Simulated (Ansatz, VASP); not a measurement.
**Two plane-wave programs on BP**

Contents of INCAR:

```
PREC     = Accurate       # precision mode
ENCUT    = 420            # plane-wave cutoff, eV
EDIFF    = 1E-6           # SCF threshold, eV
ISMEAR   = 0              # smearing method
SIGMA    = 0.03           # smearing width, eV
LREAL    = False          # projectors in reciprocal space
LASPH    = True           # aspherical terms in the spheres
NELM     = 120            # most SCF steps
ALGO     = Normal         # electronic algorithm
ISIF     = 2              # what is computed and relaxed
LWAVE    = False          # write WAVECAR
LCHARG   = True           # write CHGCAR
LDIPOL   = True         
IDIPOL   = 3            
DIPOL    = 0.5 0.5 0.500
GGA      = PS             # functional
LELF     = True           # ELF
LVHAR    = True         
LVACPOTAV= True         
NBANDS   = 11             # bands
GGA_COMPAT= False        
NELMDL   = -8
```

File KPOINTS:

```
Automatic mesh
0
Gamma
  12 12 1
```

Contents of POSCAR:

```
BP
1.0
    3.1955475348      0.0000000000      0.0000000000
   -1.5977737674      2.7674253441      0.0000000000
    0.0000000000      0.0000000000     16.0000000000
B P
1 1
Direct
    0.3333333333      0.6666666667      0.5000000000
    0.6666666667      0.3333333333      0.5000000000
```

Input for Ansatz:

```yaml
crystal:
  lattice:
    - [3.1955475348, 0.0, 0.0]
    - [-1.5977737674, 2.7674253441, 0.0]
    - [0.0, 0.0, 16.0]
  atoms:
    - { symbol: B, position: [0.3333333333, 0.6666666667, 0.5] }
    - { symbol: P, position: [0.6666666667, 0.3333333333, 0.5] }
basis:
  ecutwfc: 420
kpoints:
  mp_grid: { grid: [12, 12, 1] }
hamiltonian:
  xc: pbesol
  pseudopotentials: { kind: paw, azcp: { folder: soft_1 } }
scf:
  occupations: { method: gaussian, width: 0.03 }
  n_extra_bands: 6
  max_iter: 160
output:
  forces: true
  eigenvalues: true
  write_density: true
  write_potential: true
  elf: true
  volumetric_format: npy
efield:
  axis: 3
  dipole_correction: true
```

Alike in both runs: task single point; functional PBEsol; k mesh 12 × 12 × 1; occupations gaussian, width 0.03 eV; no spin polarisation.

|  | VASP | Ansatz |
| --- | --- | --- |
| version | VASP 6.6.1 | Ansatz 0.2.0 |
| potentials or method | VASP PAW PBE potentials, release 64 (B, P), cutoff 420 eV | scalar-relativistic, plane waves, PAW |
| valence electrons in the cell | 8 | 8 |

```csv
,VASP,Ansatz,Ansatz less VASP
gap on the k mesh at the Fermi level (eV),0.87,0.85,-0.013
least direct gap on the mesh (eV),0.87,0.85,-0.013
```

VASP's potentials were made for PBE, not for PBEsol, and Ansatz warns of the same on its side. Ansatz's warnings: xc potential rough in thin density.
